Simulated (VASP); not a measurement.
Wanted: the native input for a VASP 6.6.1 run.

```yaml
Task: single point
Functional: PBE
Potentials_or_basis: VASP PAW PBE potentials, release 64 (Li_sv, B, H)
Cutoff: 520 eV
k_mesh: 18 × 18 × 4
Occupations: gaussian, width 0.1 eV
Spin: no spin polarisation
Dipole_correction: no
Further_INCAR_settings: ALGO = Normal; EDIFF = 1e-06; NBANDS = 17
```

The structure of Li4BH lies in POSCAR:

```
Li4BH
1.0
    2.6824364071      0.0000000000      0.0000000000
   -1.3412182036      2.3230580726      0.0000000000
    0.0000000000      0.0000000000     11.1627112327
Li B H
4 1 1
Direct
    0.3333333333      0.6666666667      0.8443858180
    0.6666666667      0.3333333333      0.1556141820
    0.3333333333      0.6666666667      0.3945010910
    0.6666666667      0.3333333333      0.6054989090
    0.0000000000      0.0000000000      0.0000000000
    0.0000000000      0.0000000000      0.5000000000
```

The input as run:

INCAR

```
ALGO = Normal ; EDIFF = 1E-6
ENCUT = 520 ; GGA = PE
ISIF = 2 ; ISMEAR = 0
LASPH = T ; LCHARG = F
LREAL = F ; LWAVE = F
NBANDS = 17 ; NELM = 100
PREC = Accurate ; SIGMA = 0.1
```

KPOINTS

```
k-points
0
Gamma
  18 18 4
```

Potentials or basis: VASP PAW PBE potentials, release 64 (Li_sv, B, H).

Run with:

```console
$ cat potpaw_PBE.64/Li_sv/POTCAR potpaw_PBE.64/B/POTCAR potpaw_PBE.64/H/POTCAR > POTCAR
$ mpirun -np 1 vasp_std > vasp.out
```

Results of the run:

- Band gap on the k mesh: zero (bands 8 and 9 overlap by 2.49 eV)

Run time: 62 s on 1 thread of Intel(R) Xeon(R) 6975P-C (Granite Rapids), on a shared host, peak memory 0.26 GiB.
